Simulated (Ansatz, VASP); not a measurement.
# C in VASP and in Ansatz

INCAR

```
SYSTEM = C
ALGO = Normal ; EDIFF = 1E-6
ENCUT = 1300 ; GGA = PE
GGA_COMPAT = .FALSE. ; ISIF = 2
ISMEAR = 0 ; LASPH = .TRUE.
LCHARG = .TRUE. ; LELF = .TRUE.
LREAL = .FALSE. ; LVHAR = .TRUE.
LWAVE = .FALSE. ; NBANDS = 11
NELM = 120 ; PREC = Accurate
SIGMA = 0.05
```

Contents of KPOINTS:

```
k-points
0
G
  12 12 12
  0 0 0
```

POSCAR

```
C
1.0
    0.9436570120      2.3591425301      2.3591425301
    2.3591425301      0.9436570120      2.3591425301
    2.3591425301      2.3591425301      0.9436570120
C
2
Direct
    0.5000000000      0.5000000000      0.5000000000
    0.7500000000      0.7500000000      0.7500000000
```

Input for Ansatz:

```yaml
crystal:
  lattice:
    - [0.943657012, 2.3591425301, 2.3591425301]
    - [2.3591425301, 0.943657012, 2.3591425301]
    - [2.3591425301, 2.3591425301, 0.943657012]
  atoms:
    - { symbol: C, position: [0.5, 0.5, 0.5] }
    - { symbol: C, position: [0.75, 0.75, 0.75] }
basis:
  ecutwfc: 420
kpoints:
  mp_grid: { grid: [12, 12, 12] }
hamiltonian:
  xc: pbe
scf:
  occupations: { method: gaussian, width: 0.05 }
output:
  forces: true
  stress: true
  eigenvalues: true
```

Alike in both runs: task single point; functional PBE; k mesh 12 × 12 × 12; occupations gaussian, width 0.05 eV; no spin polarisation.

```csv
,VASP,Ansatz
version,VASP 6.6.1,Ansatz 0.2.0
potentials or method,"VASP PAW PBE potentials, release 64 (C_h), cutoff 1300 eV","scalar-relativistic, plane waves, PAW"
valence electrons in the cell,8,8
```

```csv
,VASP,Ansatz,Ansatz less VASP
gap on the k mesh at the Fermi level (eV),none,none,-
rms of the force components (eV/Å),0.140,0.143,+0.0032
```

Atom by atom the forces differ by 0.003 eV/Å (rms over components). A gap of «none» marks a metal or a gap that the smearing closes.
